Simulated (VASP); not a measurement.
Write the native input for VASP 6.6.1 that does the following.

```
Task                   : single point
Functional             : PBEsol
Potentials or basis    : VASP PAW PBE potentials, release 64 (Au)
Cutoff                 : 520 eV
k mesh                 : 20 × 20 × 20
Occupations            : gaussian, width 0.15 eV
Spin                   : no spin polarisation
Dipole correction      : no
Further INCAR settings : ALGO = Fast; EDIFF = 1e-07; NBANDS = 12
```

The structure of Au lies in POSCAR:

```
Au
1.0
    0.0000000000      1.8538366500      2.0455000000
    2.2371633500      0.0000000000      2.0455000000
    2.2371633500      1.8538366500      0.0000000000
Au
1
Direct
    0.0000000000      0.0000000000      0.0000000000
```

This cell differs from its parent crystal: strain +0.0937 x Voigt [1, -1, 0, 0, 0, 0].

The input as run:

INCAR

```
ALGO = Fast
EDIFF = 1E-7
ENCUT = 520
GGA = PS
ISIF = 2
ISMEAR = 0
LASPH = True
LCHARG = False
LREAL = False
LWAVE = False
NBANDS = 12
NELM = 60
PREC = Accurate
SIGMA = 0.15
```

KPOINTS

```
k-points
0
Gamma
  20 20 20
```

Potentials or basis: VASP PAW PBE potentials, release 64 (Au).

Launch:

```bash
$ cat potpaw_PBE.64/Au/POTCAR > POTCAR
$ mpirun -np 1 vasp_std > vasp.out
```

Results of the run:

| Quantity | Value |
| --- | --- |
| Pressure | 1.4 GPa |

Caveat: the cell differs from its parent crystal (strain +0.0937 x Voigt [1, -1, 0, 0, 0, 0]); the PAW data sets were made with another functional, which shifts forces and pressure a little.

Run time: 100 s on 1 thread of Intel(R) Xeon(R) Platinum 8488C (Sapphire Rapids) (shared host), peak memory 0.33 GiB.
